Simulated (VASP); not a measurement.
# SrTl: single point with LDA

SrTl:

```xyz
2
Lattice="3.9497 0.0000 0.0000 0.0000 3.9497 0.0000 0.0000 0.0000 3.9497" Properties=species:S:1:pos:R:3 pbc="T T T"
Sr    0.0000    0.0000    0.0000
Tl    1.9748    1.9748    1.9748
```

- Program: VASP 6.6.1
- Task: single point
- Functional: LDA
- Potentials or basis: VASP PAW LDA potentials, release 64 (Sr_sv, Tl_d)
- Cutoff: 520 eV
- k mesh: 8 × 8 × 8
- Occupations: fermi-dirac, width 0.05 eV
- Spin: no spin polarisation

```yaml
Pressure: 0.2 GPa
Band_gap_on_the_k_mesh: zero (an odd number of electrons rules out a gap without spin polarisation)
```

Levels at points of the mesh, in eV from the Fermi level:
| k point | band 10 | band 11 | band 12 | band 13 | band 14 | band 15 |
| --- | --- | --- | --- | --- | --- | --- |
| (0.00, 0.00, 0.00) | -8.13 | 1.20 | 1.20 | 3.06 | 3.06 | 3.06 |
| (0.50, 0.00, 0.00) | -6.43 | -3.12 | 1.53 | 1.59 | 1.59 | 5.21 |
| (0.50, 0.50, 0.00) | -6.08 | -0.79 | -0.79 | 1.01 | 3.82 | 3.82 |
| (0.50, 0.50, 0.50) | -4.65 | -1.61 | -1.61 | -1.61 | 4.75 | 4.75 |

Run time: 34 s on 1 thread of Intel Xeon 8259CL (shared host), peak memory 0.18 GiB.

Caveat: spin-orbit coupling is left out, which moves the levels of the heavy elements.
